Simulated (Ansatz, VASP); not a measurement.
# ScAl3F: VASP beside Ansatz

File INCAR:

```
PREC = Accurate
ENCUT = 520
EDIFF = 1E-6
ISMEAR = 0
SIGMA = 0.1
LREAL = False
LASPH = True
NELM = 80
ALGO = Normal
ISIF = 2
LWAVE = False
LCHARG = True
GGA = PE
LELF = True
LVHAR = True
NBANDS = 38
```

File KPOINTS:

```
regular mesh
0
Gamma
  4 4 4
```

The input POSCAR:

```
ScAl3F
1.0
    5.0327308800      0.0000000000      0.0000000000
    0.0000000000      5.0327308800      0.0000000000
    0.0000000000      0.0000000000      6.8607049600
Sc Al F
2 6 2
Direct
    0.0000000000      0.0000000000      0.0000000000
    0.0000000000      0.0000000000      0.5000000000
    0.3589672000      0.3589672000      0.5000000000
    0.6410328000      0.6410328000      0.5000000000
    0.6410328000      0.3589672000      0.0000000000
    0.3589672000      0.6410328000      0.0000000000
    0.5000000000      0.5000000000      0.2500000000
    0.5000000000      0.5000000000      0.7500000000
    0.0000000000      0.0000000000      0.2500000000
    0.0000000000      0.0000000000      0.7500000000
```

Input for Ansatz:

```yaml
crystal:
  lattice:
    - [5.03273088, 0.0, 0.0]
    - [0.0, 5.03273088, 0.0]
    - [0.0, 0.0, 6.86070496]
  atoms:
    - { symbol: Sc, position: [0.0, 0.0, 0.0] }
    - { symbol: Sc, position: [0.0, 0.0, 0.5] }
    - { symbol: Al, position: [0.3589672, 0.3589672, 0.5] }
    - { symbol: Al, position: [0.6410328, 0.6410328, 0.5] }
    - { symbol: Al, position: [0.6410328, 0.3589672, 0.0] }
    - { symbol: Al, position: [0.3589672, 0.6410328, 0.0] }
    - { symbol: Al, position: [0.5, 0.5, 0.25] }
    - { symbol: Al, position: [0.5, 0.5, 0.75] }
    - { symbol: F, position: [0.0, 0.0, 0.25] }
    - { symbol: F, position: [0.0, 0.0, 0.75] }
basis:
  ecutwfc: 420
kpoints:
  mp_grid: { grid: [4, 4, 4] }
hamiltonian:
  xc: pbe
scf:
  occupations: { method: gaussian, width: 0.1 }
  lower_state_search: "off"
output:
  forces: true
  stress: true
  eigenvalues: true
```

Alike in both runs: task single point; functional PBE; k mesh 4 × 4 × 4; occupations gaussian, width 0.1 eV; no spin polarisation.

```csv
,VASP,Ansatz
version,VASP 6.6.1,Ansatz 0.2.0
potentials or method,"VASP PAW PBE potentials, release 64 (Sc_sv, Al, F), cutoff 520 eV","scalar-relativistic, plane waves, PAW"
valence electrons in the cell,54,54
```

VASP gave:

```
gap on the k mesh at the Fermi level (eV) : none
rms of the force components (eV/Å)        : 4.338
```

Problem. What did Ansatz give for the same quantities?

Solution. gap on the k mesh at the Fermi level (eV): none; rms of the force components (eV/Å): 4.312.

Atom by atom the forces differ by 0.026 eV/Å (rms over components). A gap of «none» marks a metal or a gap that the smearing closes. The functional is the same, so the differences come from potentials, cutoffs and numerics.
